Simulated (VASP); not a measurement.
C: single point with PBE+D3(BJ)

C:

```xyz
16
Lattice="-0.0529 3.7593 3.5686 3.5781 0.0327 3.4830 3.5471 3.6427 0.0637" Properties=species:S:1:pos:R:3 pbc="T T T"
C     0.3116   -0.2493    0.8710
C     1.1402    0.8983    1.4605
C     1.9135    1.7115    0.6362
C     2.9041    2.4918    1.6443
C     1.9784   -0.0193    2.4813
C     2.8790    0.7608    3.4703
C     3.8830    1.6379    2.4441
C     4.5644    2.6441    3.2241
C     0.2219    1.7393    2.4975
C     1.1889    2.5891    3.4155
C     1.9659    3.5645    2.5196
C     2.8149    4.4224    3.4435
C     1.9383    1.6218    4.3376
C     2.9124    2.7865    5.2485
C     3.6101    3.6089    4.2137
C     4.6075    4.3931    5.0836
```

```json
{
 "Program": "VASP 6.6.1",
 "Task": "single point",
 "Functional": "PBE",
 "Dispersion": "D3(BJ)",
 "Potentials or basis": "VASP PAW PBE potentials, release 64 (C)",
 "Cutoff": "520 eV",
 "k mesh": "3 × 3 × 3",
 "Occupations": "fermi-dirac, width 0.3 eV",
 "Spin": "no spin polarisation",
 "Dipole correction": "no",
 "Further INCAR settings": "LREAL = Auto; ALGO = Normal; EDIFF = 1e-06; NBANDS = 46"
}
```

* Pressure: -1.2 GPa
* Largest force: 8.604 eV/Å
* Band gap on the k mesh: 2.33 eV, direct
* Dispersion energy per atom: -0.188 eV

Forces on the atoms (eV/Å):
```
C   -1.958  2.175 -6.018
C   -2.814 -4.272  6.919
C    3.519  1.324 -0.149
C   -0.529  2.278 -0.463
C    1.656 -1.134 -0.802
C    1.767 -0.453 -1.623
C   -5.917 -1.822  0.776
C    3.072  1.135  3.490
C    0.272  1.178  0.397
C   -2.931  0.424  0.784
C    0.223 -3.991  0.376
C   -1.938  5.270 -5.102
C    4.257  4.350 -3.333
C   -2.917 -3.171 -1.551
C    4.645 -4.218  2.926
C   -0.407  0.927  3.374
```

Stress tensor (GPa, compression positive):
```
  0.16  13.64   2.15
 13.64 -23.72 -22.99
  2.15 -22.99  19.82
```

Levels at points of the mesh, in eV from the valence-band top:
```csv
k point,band 30,band 31,band 32,band 33,band 34,band 35
"(0.00, 0.00, 0.00)",-0.92,-0.28,0.00,2.33,2.89,3.19
```

Run time: 70 s on 1 thread of Intel(R) Xeon(R) 6975P-C (Granite Rapids) (shared host), peak memory 0.23 GiB.

Caveat: the k points lie up to 0.52 Å⁻¹ apart; forces of over 1 eV/Å act on the atoms, so gaps and moduli don't describe the material at rest. As with any semilocal functional, this PBE gap is likely too small.
